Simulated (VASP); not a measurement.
# Cr (Fd-3m) in VASP: a series of runs, part 2 of 2

VASP 6.6.1.

## Step 4: Single point, BLYP, collinear spin, antiferromagnetic start (volume scaled by 0.96)

INCAR

```
PREC     = Accurate       # precision mode
ENCUT    = 520            # plane-wave cutoff, eV
EDIFF    = 1E-6           # SCF threshold, eV
ISMEAR   = -1             # smearing method
SIGMA    = 0.05           # smearing width, eV
LREAL    = False          # projectors in reciprocal space
LASPH    = True           # aspherical terms in the spheres
NELM     = 150            # most SCF steps
ALGO     = Normal         # electronic algorithm
ISIF     = 2              # what is computed and relaxed
LWAVE    = False          # write WAVECAR
LCHARG   = False          # write CHGCAR
ISPIN    = 2              # spin polarisation
MAGMOM   = 2.632 -2.632   # initial moments
LORBIT   = 11             # projections on sites
LMAXMIX  = 4              # l up to which the mixer works
GGA      = B5             # functional
ALDAX    = 1.0          
AGGAX    = 1.0          
AGGAC    = 1.0          
ALDAC    = 0.0          
NBANDS   = 23             # bands
```

KPOINTS

```
Automatic mesh
0
Gamma
  11 11 11
```

POSCAR

```
Cr
1.0
    0.0000000000      2.7061932389      2.7061932389
    2.7061932389      0.0000000000      2.7061932389
    2.7061932389      2.7061932389      0.0000000000
Cr
2
Direct
    0.1250000000      0.1250000000      0.1250000000
    0.8750000000      0.8750000000      0.8750000000
```

Potentials or basis: VASP PAW PBE potentials, release 64 (Cr_pv).

Launch:

```console
cat potpaw_PBE.64/Cr_pv/POTCAR > POTCAR
mpirun -np 1 vasp_std > vasp.out
```

OUTCAR:

```text
PREC = Accurate
   ENCUT = 520
   EDIFF = 1E-6
   ISMEAR = -1
   LREAL = False
   LASPH = True
   NELM = 150
   ISIF = 2
   ISPIN = 2
   LORBIT = 11
   GGA = B5

 ion  position               nearest neighbor table
   1  0.125  0.125  0.125-   2 2.34   2 2.34   2 2.34   2 2.34
   2  0.875  0.875  0.875-   1 2.34   1 2.34   1 2.34   1 2.34

  LATTYP: Found a face centered cubic cell.
 ALAT       =     5.4123864778

  Lattice vectors:

 A1 = (   0.0000000000,   2.7061932389,   2.7061932389)
[... 1465 lines left out ...]
  in kB       17.1739092     17.1739092     17.1739092     -0.0000000      0.0000000      0.0000000
  external PRESSURE =      17.1739092 kB  Pullay stress =       0.0000000 kB

 VOLUME and BASIS-vectors are now :
 -----------------------------------------------------------------------------
  energy-cutoff  :      520.00
  volume of cell :       39.64
      direct lattice vectors                 reciprocal lattice vectors
     0.000000000  2.706193239  2.706193239    -0.184761381  0.184761381  0.184761381
     2.706193239  0.000000000  2.706193239     0.184761381 -0.184761381  0.184761381
     2.706193239  2.706193239  0.000000000     0.184761381  0.184761381 -0.184761381

 POSITION                                       TOTAL-FORCE (eV/Angst)
 -----------------------------------------------------------------------------------
      0.67655      0.67655      0.67655         0.000000     -0.000000      0.000000
      4.73584      4.73584      4.73584        -0.000000      0.000000     -0.000000
 -----------------------------------------------------------------------------------
    total drift:                                0.000000      0.000000     -0.000000

  FREE ENERGIE OF THE ION-ELECTRON SYSTEM (eV)
  ---------------------------------------------------
  free  energy   TOTEN  =       -13.6992813582 eV

  energy  without entropy=      -13.6916370191  energy(sigma->0) =      -13.69545919

 total charge

# of ion       s       p       d       tot
------------------------------------------
    1        0.399   6.127   4.369  10.895
    2        0.399   6.127   4.369  10.895
--------------------------------------------------
tot          0.799  12.253   8.738  21.790

 magnetization (x)

# of ion       s       p       d       tot
------------------------------------------
    1        0.033  -0.052   2.757   2.738
    2       -0.033   0.052  -2.757  -2.738
--------------------------------------------------
tot          0.000   0.000   0.000   0.000
```

stdout:

```text
POSCAR found type information on POSCAR Cr
 POSCAR found :  1 types and       2 ions
 scaLAPACK will be used
 -----------------------------------------------------------------------------
|                                                                             |
|                                                                             |
|     You enforced a specific xc type in the INCAR file but a different       |
|     I HOPE YOU KNOW WHAT YOU ARE DOING!                                     |
|                                                                             |
 -----------------------------------------------------------------------------

 LDA part: xc-table for (Slater(with rela. corr.)+VWN5), standard interpolation
 POSCAR, INCAR and KPOINTS ok, starting setup
 FFT: planning ... GRIDC
 FFT: planning ... GRID_SOFT
 FFT: planning ... GRID
 WAVECAR not read
 entering main loop
```

Wall time 60 s (1 thread of Intel Xeon Platinum 8488C (Sapphire Rapids), shared host); peak memory 0.21 GiB.

Results:

* Free energy: -13.6993 eV
* Pressure: 1.7 GPa
* Band gap on the k mesh: zero (filled and empty bands overlap)
* Net moment: 0.00 μB per cell
* Site moments: Cr +2.74, -2.74 μB
* Valence electrons inside the program's atomic spheres: Cr 10.89

Caveat: the cell differs from its parent crystal (volume scaled by 0.96); the PAW data sets were made with another functional, which shifts forces and pressure a little.

## Step 5: Single point, BLYP, collinear spin, antiferromagnetic start

This run uses another cell than the first one, of 20.64 Å³/atom, 1.136 times its volume.

INCAR

```
SYSTEM = Cr
AGGAC = 1.0 ; AGGAX = 1.0
ALDAC = 0.0 ; ALDAX = 1.0
ALGO = Normal ; EDIFF = 1E-6
ENCUT = 520 ; GGA = B5
ISIF = 2 ; ISMEAR = -1
ISPIN = 2 ; LASPH = .TRUE.
LCHARG = .TRUE. ; LELF = .TRUE.
LMAXMIX = 4 ; LORBIT = 11
LREAL = .FALSE. ; LVHAR = .TRUE.
LWAVE = .FALSE. ; MAGMOM = 2.632 -2.632
NBANDS = 23 ; NELM = 150
PREC = Accurate ; SIGMA = 0.05
```

KPOINTS

```
k-points
0
G
  11 11 11
  0 0 0
```

POSCAR

```
Cr
1.0
    0.0000000000      2.7432689864      2.7432689864
    2.7432689864      0.0000000000      2.7432689864
    2.7432689864      2.7432689864      0.0000000000
Cr
2
Direct
    0.1250000000      0.1250000000      0.1250000000
    0.8750000000      0.8750000000      0.8750000000
```

Potentials or basis: VASP PAW PBE potentials, release 64 (Cr_pv).

Launch:

```console
cat potpaw_PBE.64/Cr_pv/POTCAR > POTCAR
mpirun -np 1 vasp_std > vasp.out
```

OUTCAR:

```text
SYSTEM = Cr
   EDIFF = 1E-6
   ENCUT = 520
   GGA = B5
   ISIF = 2
   ISMEAR = -1
   ISPIN = 2
   LASPH = .TRUE.
   LORBIT = 11
   LREAL = .FALSE.
   NELM = 150
   PREC = Accurate

 ion  position               nearest neighbor table
   1  0.125  0.125  0.125-   2 2.38   2 2.38   2 2.38   2 2.38
   2  0.875  0.875  0.875-   1 2.38   1 2.38   1 2.38   1 2.38

  LATTYP: Found a face centered cubic cell.
 ALAT       =     5.4865379728

  Lattice vectors:

 A1 = (   0.0000000000,   2.7432689864,   2.7432689864)
 A2 = (   2.7432689864,   0.0000000000,   2.7432689864)
 A3 = (   2.7432689864,   2.7432689864,   0.0000000000)

Analysis of symmetry for initial positions (statically):
=====================================================================
 Subroutine PRICEL returns:
 Original cell was already a primitive cell.

 Routine SETGRP: Setting up the symmetry group for a
 face centered cubic supercell.

 Subroutine GETGRP returns: Found 48 space group operations
 (whereof 12 operations were pure point group operations)
 out of a pool of 48 trial point group operations.

The static configuration has the point symmetry D_3d.
[... 819 lines left out ...]
      1     -38.1739      1.00000
      2     -38.1739      1.00000
      3     -38.1739      1.00000
      4     -35.3572      1.00000
      5     -35.3572      1.00000
      6     -35.3572      1.00000
[... 613 lines left out ...]
     22      15.3573      0.00000
     23      16.2010      0.00000

 [... further k-points ...]
[... 5 lines left out ...]
  --------------------------------------------------------------------------------------
  -------------------------------------------------------------------------------------
  Total        0.0640693      0.0640693      0.0640693     -0.0000000     -0.0000000      0.0000000
  in kB        2.4861382      2.4861382      2.4861382     -0.0000000     -0.0000000      0.0000000
  external PRESSURE =       2.4861382 kB  Pullay stress =       0.0000000 kB

 VOLUME and BASIS-vectors are now :
 -----------------------------------------------------------------------------
  energy-cutoff  :      520.00
  volume of cell :       41.29
      direct lattice vectors                 reciprocal lattice vectors
     0.000000000  2.743268986  2.743268986    -0.182264299  0.182264299  0.182264299
     2.743268986  0.000000000  2.743268986     0.182264299 -0.182264299  0.182264299
     2.743268986  2.743268986  0.000000000     0.182264299  0.182264299 -0.182264299

 POSITION                                       TOTAL-FORCE (eV/Angst)
 -----------------------------------------------------------------------------------
      0.68582      0.68582      0.68582         0.000000      0.000000      0.000000
      4.80072      4.80072      4.80072        -0.000000     -0.000000     -0.000000
 -----------------------------------------------------------------------------------
    total drift:                               -0.000000      0.000000      0.000000

  FREE ENERGIE OF THE ION-ELECTRON SYSTEM (eV)
  ---------------------------------------------------
  free  energy   TOTEN  =       -13.7097477486 eV

  energy  without entropy=      -13.7020655678  energy(sigma->0) =      -13.70590666

 total charge

# of ion       s       p       d       tot
------------------------------------------
    1        0.392   6.118   4.341  10.851
    2        0.392   6.118   4.341  10.851
--------------------------------------------------
tot          0.784  12.236   8.682  21.702

 magnetization (x)

# of ion       s       p       d       tot
------------------------------------------
    1        0.038  -0.051   2.868   2.855
    2       -0.038   0.051  -2.868  -2.855
--------------------------------------------------
tot          0.000   0.000   0.000   0.000
```

stdout:

```text
POSCAR found type information on POSCAR Cr
 POSCAR found :  1 types and       2 ions
 scaLAPACK will be used
 -----------------------------------------------------------------------------
|                                                                             |
|                                                                             |
|     You enforced a specific xc type in the INCAR file but a different       |
|     I HOPE YOU KNOW WHAT YOU ARE DOING!                                     |
|                                                                             |
 -----------------------------------------------------------------------------

 LDA part: xc-table for (Slater(with rela. corr.)+VWN5), standard interpolation
 POSCAR, INCAR and KPOINTS ok, starting setup
 FFT: planning ... GRIDC
 FFT: planning ... GRID_SOFT
 FFT: planning ... GRID
 WAVECAR not read
 entering main loop
```

Wall time 93 s (1 thread of Intel Xeon Platinum 8488C (Sapphire Rapids), shared host); peak memory 0.23 GiB.

Results:

* Free energy: -13.7097 eV
* Pressure: 0.2 GPa
* Band gap on the k mesh: zero (filled and empty bands overlap)
* Net moment: 0.00 μB per cell
* Site moments: Cr +2.85, -2.85 μB
* Valence electrons inside the program's atomic spheres: Cr 10.85

Levels at points of the mesh, in eV from the Fermi level:
Spin up:
| k point | band 9 | band 10 | band 11 | band 12 | band 13 | band 14 | band 15 | band 16 |
| --- | --- | --- | --- | --- | --- | --- | --- | --- |
| (0.00, 0.00, 0.00) | -1.06 | -0.95 | -0.95 | -0.95 | 1.66 | 1.66 | 1.66 | 3.26 |
Spin down:
```tsv
k point	band 9	band 10	band 11	band 12	band 13	band 14	band 15	band 16
(0.00, 0.00, 0.00)	-1.06	-0.95	-0.95	-0.95	1.66	1.66	1.66	3.26
```

Caveat: the PAW data sets were made with another functional, which shifts forces and pressure a little.

## Step 6: Single point, BLYP, collinear spin, antiferromagnetic start (volume scaled by 1.04)

INCAR, as its differences from that of step 5:

```diff
@@ -7,5 +7,4 @@
 ISPIN = 2 ; LASPH = .TRUE.
-LCHARG = .TRUE. ; LELF = .TRUE.
-LMAXMIX = 4 ; LORBIT = 11
-LREAL = .FALSE. ; LVHAR = .TRUE.
+LCHARG = .FALSE. ; LMAXMIX = 4
+LORBIT = 11 ; LREAL = .FALSE.
 LWAVE = .FALSE. ; MAGMOM = 2.632 -2.632
```

KPOINTS is that of step 5.

POSCAR

```
Cr
1.0
    0.0000000000      2.7793687707      2.7793687707
    2.7793687707      0.0000000000      2.7793687707
    2.7793687707      2.7793687707      0.0000000000
Cr
2
Direct
    0.1250000000      0.1250000000      0.1250000000
    0.8750000000      0.8750000000      0.8750000000
```

Potentials or basis: VASP PAW PBE potentials, release 64 (Cr_pv).

Launch:

```console
cat potpaw_PBE.64/Cr_pv/POTCAR > POTCAR
mpirun -np 1 vasp_std > vasp.out
```

It took 1.7 min on 1 thread of Intel Xeon Platinum 8488C (Sapphire Rapids), shared host; peak memory 0.23 GiB.

Results (log left out):

```
Free energy                                           : -13.7067 eV
Pressure                                              : -0.9 GPa
Band gap on the k mesh                                : zero (filled and empty bands overlap)
Net moment                                            : 0.00 μB per cell
Site moments                                          : Cr +2.96, -2.96 μB
Valence electrons inside the program's atomic spheres : Cr 10.81
```

Levels at points of the mesh, in eV from the Fermi level:
Spin up:
```
           k point  band 9  band 10  band 11  band 12  band 13  band 14  band 15  band 16
(0.00, 0.00, 0.00)   -0.97    -0.89    -0.89    -0.89     1.72     1.72     1.72     3.26
```
Spin down:
```csv
k point,band 9,band 10,band 11,band 12,band 13,band 14,band 15,band 16
"(0.00, 0.00, 0.00)",-0.97,-0.89,-0.89,-0.89,1.72,1.72,1.72,3.26
```

Caveat: the cell differs from its parent crystal (volume scaled by 1.04); the PAW data sets were made with another functional, which shifts forces and pressure a little.

## Step 7: The runs side by side

| cell | gap on the mesh (eV) | pressure (GPa) | moment (μB) |
| --- | --- | --- | --- |
| a = 3.718 Å, angles 60.0°, 2 atoms | none | 6.1 | 0.00 |
| a = 3.773 Å, angles 60.0°, 2 atoms | none | 3.6 | 0.00 |
| a = 3.827 Å, angles 60.0°, 2 atoms | none | 1.7 | 0.00 |
| a = 3.880 Å, angles 60.0°, 2 atoms | none | 0.2 | 0.00 |
| a = 3.931 Å, angles 60.0°, 2 atoms | none | -0.9 | 0.00 |

Alike in all rows: task single point; level BLYP; potentials or basis VASP PAW PBE potentials, release 64 (Cr_pv); spin collinear, antiferromagnetic start; k mesh 11 × 11 × 11; cutoff (eV) 520; smearing fermi-dirac 0.05 eV.

Caveats: the PAW data sets were made with another functional, which shifts forces and pressure a little.

Absolute energies hang on the potentials; compare differences alone.
